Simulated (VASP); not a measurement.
The system is Li.

```xyz
2
Lattice="-2.7492 2.7492 1.5010 2.7492 -2.7492 1.5010 2.7492 2.7492 -1.5010" Properties=species:S:1:pos:R:3 pbc="T T T"
Li    0.0000    0.0000    0.0000
Li    0.0000    2.7492    0.7505
```

- Program: VASP 6.6.1
- Task: relaxation of cell and atoms
- Functional: PBE
- Potentials or basis: VASP PAW PBE potentials, release 64 (Li_sv)
- Cutoff: 600 eV
- k mesh: 12 × 12 × 8
- Occupations: fermi-dirac, width 0.1 eV
- Spin: no spin polarisation

At the start: pressure -1.3 GPa; volume 22.69 Å³/atom.

Task: How do energy, volume and symmetry change on relaxing?

Result: Over 4 steps the energy falls by 11.6 meV/atom and the volume is 19.99 Å³/atom (-11.9 %); space group I4_1/amd (No. 141, to 0.1 Å) before and after.

The path:
```
step  energy change (eV)  largest force (eV/Å)  pressure (GPa)  volume (Å³)
   1              0.0000                0.0002           -1.28        45.38
   2             -0.0086                0.0003           -1.05        44.20
   3             -0.0218                0.0005           -0.37        41.32
   4             -0.0232                0.0006            0.04        39.98
```

Final structure:
```xyz
2
Lattice="-2.6411 2.6404 1.4319 2.6404 -2.6411 1.4319 2.6438 2.6438 -1.4331" Properties=species:S:1:pos:R:3 pbc="T T T"
Li   -2.6410    2.6404    1.4319
Li    0.0012    2.6420    0.7154
```

Caveat: the cutoff is under 1.25 times the usual one of these potentials, so pressure, stress and relaxed cells hold a basis-set (Pulay) error.
